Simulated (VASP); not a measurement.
# Si3N4 (P6_3/m) in VASP: settings compared, part 3 of 4

VASP 6.6.1. The steps go on from the part before.

**4. Electric field gradients, PBE**

Input file INCAR:

```
SYSTEM = Si3N4
ALGO     = Normal         ! electronic algorithm
EDIFF    = 1E-8           ! SCF threshold, eV
ENCUT    = 520            ! plane-wave cutoff, eV
GGA      = PE             ! functional
ISIF     = 2              ! what is computed and relaxed
ISMEAR   = -1             ! smearing method
LASPH    = .True.         ! aspherical terms in the spheres
LCHARG   = .False.        ! write CHGCAR
LEFG     = .True.       
LREAL    = .False.        ! projectors in reciprocal space
LWAVE    = .False.        ! write WAVECAR
NBANDS   = 45             ! bands
NELM     = 80             ! most SCF steps
PREC     = Accurate       ! precision mode
SIGMA    = 0.02           ! smearing width, eV
```

Input file KPOINTS:

```
k-points
0
Gamma
  4 4 9
  0 0 0
```

Input file POSCAR:

```
Si3N4
1.0
    7.6322000000      0.0000000000      0.0000000000
   -3.8161000000      6.6096790868      0.0000000000
    0.0000000000      0.0000000000      2.9191000000
Si N
6 8
Direct
    0.1952000000      0.7656000000      0.2500000000
    0.4296000000      0.1952000000      0.7500000000
    0.2344000000      0.4296000000      0.2500000000
    0.8048000000      0.2344000000      0.7500000000
    0.5704000000      0.8048000000      0.2500000000
    0.7656000000      0.5704000000      0.7500000000
    0.3333333333      0.6666666667      0.2500000000
    0.6666666667      0.3333333333      0.7500000000
    0.3394000000      0.0362000000      0.2500000000
    0.3032000000      0.3394000000      0.7500000000
    0.9638000000      0.3032000000      0.2500000000
    0.6606000000      0.9638000000      0.7500000000
    0.6968000000      0.6606000000      0.2500000000
    0.0362000000      0.6968000000      0.7500000000
```

Potentials or basis: VASP PAW PBE potentials, release 64 (Si, N).

Command:

```bash
cat potpaw_PBE.64/Si/POTCAR potpaw_PBE.64/N/POTCAR > POTCAR
mpirun -np 1 vasp_std > vasp.out
```

OUTCAR:

```text
SYSTEM = Si3N4
   EDIFF = 1E-8
   ENCUT = 520
   GGA = PE
   ISIF = 2
   ISMEAR = -1
   LASPH = .True.
   LREAL = .False.
   NELM = 80
   PREC = Accurate

 ion  position               nearest neighbor table
   1  0.195  0.766  0.250-   7 1.57   9 1.79  14 1.80  14 1.80   5 2.73   3 2.73
   2  0.430  0.195  0.750-   8 1.57  10 1.79   9 1.80   9 1.80   4 2.73   6 2.73
   3  0.234  0.430  0.250-   7 1.57  11 1.79  10 1.80  10 1.80   1 2.73   5 2.73
   4  0.805  0.234  0.750-   8 1.57  12 1.79  11 1.80  11 1.80   2 2.73   6 2.73
   5  0.570  0.805  0.250-   7 1.57  13 1.79  12 1.80  12 1.80   1 2.73   3 2.73
   6  0.766  0.570  0.750-   8 1.57  14 1.79  13 1.80  13 1.80   4 2.73   2 2.73
   7  0.333  0.667  0.250-   1 1.57   5 1.57   3 1.57
   8  0.667  0.333  0.750-   4 1.57   2 1.57   6 1.57
   9  0.339  0.036  0.250-   1 1.79   2 1.80   2 1.80
  10  0.303  0.339  0.750-   2 1.79   3 1.80   3 1.80
  11  0.964  0.303  0.250-   3 1.79   4 1.80   4 1.80
  12  0.661  0.964  0.750-   4 1.79   5 1.80   5 1.80
  13  0.697  0.661  0.250-   5 1.79   6 1.80   6 1.80
  14  0.036  0.697  0.750-   6 1.79   1 1.80   1 1.80

  LATTYP: Found a hexagonal cell.
 ALAT       =     7.6322000000
 C/A-ratio  =     0.3824716333

  Lattice vectors:

 A1 = (   7.6322000000,   0.0000000000,   0.0000000000)
 A2 = (  -3.8161000000,   6.6096790868,   0.0000000000)
 A3 = (   0.0000000000,   0.0000000000,   2.9191000000)

Analysis of symmetry for initial positions (statically):
=====================================================================
 Subroutine PRICEL returns:
 Original cell was already a primitive cell.

 Routine SETGRP: Setting up the symmetry group for a
 hexagonal supercell.

 Subroutine GETGRP returns: Found 12 space group operations
 (whereof  6 operations were pure point group operations)
 out of a pool of 24 trial point group operations.

The static configuration has the point symmetry S_6 .
 The point group associated with its full space group is C_6h.

Analysis of symmetry for dynamics (positions and initial velocities):
=====================================================================
 Subroutine PRICEL returns:
 Original cell was already a primitive cell.

 Routine SETGRP: Setting up the symmetry group for a
 hexagonal supercell.

 Subroutine GETGRP returns: Found 12 space group operations
 (whereof  6 operations were pure point group operations)
 out of a pool of 24 trial point group operations.

The dynamic configuration has the point symmetry S_6 .
 The point group associated with its full space group is C_6h.

 Subroutine INISYM returns: Found 12 space group operations
 (whereof  6 operations are pure point group operations),
 and found     1 'primitive' translations

----------------------------------------------------------------------------------------

                                     Primitive cell

  volume of cell :     147.2581

[... 1104 lines left out ...]

  FORCE on cell =-STRESS in cart. coord.  units (eV):
  Direction    XX          YY          ZZ          XY          YZ          ZX
  --------------------------------------------------------------------------------------
  -------------------------------------------------------------------------------------
  Total       17.9586644     17.9586644     -6.8337519      0.0000002     -0.0000000      0.0000000
  in kB      195.3914373    195.3914373    -74.3516653      0.0000020     -0.0000000      0.0000000
  external PRESSURE =     105.4770698 kB  Pullay stress =       0.0000000 kB

 VOLUME and BASIS-vectors are now :
 -----------------------------------------------------------------------------
  energy-cutoff  :      520.00
  volume of cell :      147.26
      direct lattice vectors                 reciprocal lattice vectors
     7.632200000  0.000000000  0.000000000     0.131023820  0.075646638  0.000000000
    -3.816100000  6.609679087  0.000000000     0.000000000  0.151293276  0.000000000
     0.000000000  0.000000000  2.919100000     0.000000000  0.000000000  0.342571340

 POSITION                                       TOTAL-FORCE (eV/Angst)
 -----------------------------------------------------------------------------------
     -1.43180      5.06037      0.72977        -8.705748      3.377690     -0.000000
      2.53389      1.29021      2.18932        -7.278039     -5.850554     -0.000000
      0.14959      2.83952      0.72977         1.427709     -9.228244      0.000000
      5.24790      1.54931      2.18932         8.705748     -3.377690      0.000000
      1.28221      5.31947      0.72977         7.278039      5.850554      0.000000
      3.66651      3.77016      2.18932        -1.427709      9.228244      0.000000
     -0.00000      4.40645      0.72977         0.000000     -0.000000      0.000000
      3.81610      2.20323      2.18932         0.000000     -0.000000      0.000000
      2.45223      0.23927      0.72977         0.686893      0.799296      0.000000
      1.01890      2.24333      2.18932        -0.348764      0.994514      0.000000
      6.19887      2.00405      0.72977        -1.035657      0.195219      0.000000
      1.36387      6.37041      2.18932        -0.686893     -0.799296      0.000000
      2.79720      4.36635      0.72977         0.348764     -0.994514     -0.000000
     -2.38277      4.60562      2.18932         1.035657     -0.195219      0.000000
 -----------------------------------------------------------------------------------
    total drift:                                0.000000      0.000000     -0.000000

  FREE ENERGIE OF THE ION-ELECTRON SYSTEM (eV)
  ---------------------------------------------------
  free  energy   TOTEN  =      -110.4995346211 eV

  energy  without entropy=     -110.4995346211  energy(sigma->0) =     -110.49953462

 Electric field gradients (V/A^2)
---------------------------------------------------------------------
 ion       V_xx      V_yy      V_zz      V_xy      V_xz      V_yz
---------------------------------------------------------------------
   1     -37.172    15.582    21.589    29.562     0.000    -0.000
   2     -23.207     1.618    21.589   -37.624     0.000     0.000
   3      27.995   -49.584    21.589     8.062    -0.000     0.000
   4     -37.172    15.582    21.589    29.562    -0.000     0.000
   5     -23.207     1.618    21.589   -37.624    -0.000    -0.000
   6      27.995   -49.584    21.589     8.062     0.000    -0.000
   7      10.098    10.098   -20.196     0.001     0.000    -0.000
   8      10.098    10.098   -20.196     0.001    -0.000     0.000
   9     -58.287    36.622    21.664    -1.551    -0.000     0.000
  10      14.238   -35.903    21.664   -40.322     0.000    -0.000
  11      11.553   -33.217    21.665    41.872     0.000     0.000
  12     -58.287    36.622    21.664    -1.551     0.000     0.000
  13      14.238   -35.903    21.664   -40.322    -0.000    -0.000
  14      11.553   -33.217    21.665    41.872     0.000    -0.000
---------------------------------------------------------------------

 Electric field gradients after diagonalization (V/A^2)
 (convention: |V_zz| > |V_xx| > |V_yy|)
----------------------------------------------------------------------
 ion       V_xx      V_yy      V_zz     asymmetry (V_yy - V_xx)/ V_zz
----------------------------------------------------------------------
   1      28.824    21.589   -50.413       0.144
   2      28.824    21.589   -50.413       0.144
   3      28.824    21.589   -50.413       0.144
   4      28.824    21.589   -50.413       0.144
   5      28.824    21.589   -50.413       0.144
   6      28.824    21.589   -50.413       0.144
   7      10.099    10.097   -20.196       0.000
   8      10.099    10.097   -20.196       0.000
   9      36.648    21.664   -58.312       0.257
  10      36.648    21.664   -58.313       0.257
  11      36.647    21.665   -58.312       0.257
  12      36.648    21.664   -58.312       0.257
  13      36.648    21.664   -58.313       0.257
  14      36.647    21.665   -58.312       0.257
----------------------------------------------------------------------

           NMR quadrupolar parameters

 Cq : quadrupolar parameter    Cq=e*Q*V_zz/h
 eta: asymmetry parameters     (V_yy - V_xx)/ V_zz
 Q  : nuclear electric quadrupole moment in mb (millibarn)
----------------------------------------------------------------------
 ion       Cq(MHz)       eta       Q (mb)
----------------------------------------------------------------------
   1      -0.122       0.144       1.000
   2      -0.122       0.144       1.000
   3      -0.122       0.144       1.000
   4      -0.122       0.144       1.000
   5      -0.122       0.144       1.000
   6      -0.122       0.144       1.000
   7      -0.049       0.000       1.000
   8      -0.049       0.000       1.000
   9      -0.141       0.257       1.000
  10      -0.141       0.257       1.000
  11      -0.141       0.257       1.000
  12      -0.141       0.257       1.000
  13      -0.141       0.257       1.000
  14      -0.141       0.257       1.000
----------------------------------------------------------------------
```

Run time: 2.3 min. Hardware: 1 thread of Intel Xeon Platinum 8488C (Sapphire Rapids), shared host; peak memory 0.31 GiB.

Results:

```
Free energy                             : -110.4995 eV
Pressure                                : 10.5 GPa
Largest force                           : 9.338 eV/Å
Band gap on the k mesh                  : 3.66 eV (least direct gap 4.27 eV)
Largest electric field gradient by atom : Si -50.4; N -20.2, -58.3 (each value once) V/Å²
```

Forces in eV/Å, atoms in the order of the input:
```
Si  -8.706  3.378  0.000
Si  -7.278 -5.851  0.000
Si   1.428 -9.228  0.000
Si   8.706 -3.378  0.000
Si   7.278  5.851  0.000
Si  -1.428  9.228  0.000
N    0.000  0.000  0.000
N    0.000  0.000  0.000
N    0.687  0.799  0.000
N   -0.349  0.995  0.000
N   -1.036  0.195  0.000
N   -0.687 -0.799  0.000
N    0.349 -0.995  0.000
N    1.036 -0.195  0.000
```

Stress tensor (GPa, compression positive):
```
19.54  0.00  0.00
 0.00 19.54  0.00
 0.00  0.00 -7.44
```

Electric field gradients, principal values (V/Å²):
```
atom   least  middle  greatest (by size)
1 Si  21.589  28.824             -50.413
2 Si  21.589  28.824             -50.413
3 Si  21.589  28.824             -50.413
4 Si  21.589  28.824             -50.413
5 Si  21.589  28.824             -50.413
6 Si  21.589  28.824             -50.413
 7 N  10.097  10.099             -20.196
 8 N  10.097  10.099             -20.196
 9 N  21.664  36.648             -58.312
10 N  21.664  36.648             -58.313
11 N  21.665  36.647             -58.312
12 N  21.664  36.648             -58.312
13 N  21.664  36.648             -58.313
14 N  21.665  36.647             -58.312
```

Caveat: the cell stands under pressure; without QUAD_EFG the Cq values of the log hold for a quadrupole moment of 1 mb, not for the nuclei; an odd mesh through Γ misses points on the zone boundary, where band edges can lie; forces of over 1 eV/Å act on the atoms, so gaps and moduli don't describe the material at rest.

(Part 3 of 4 ends here.)
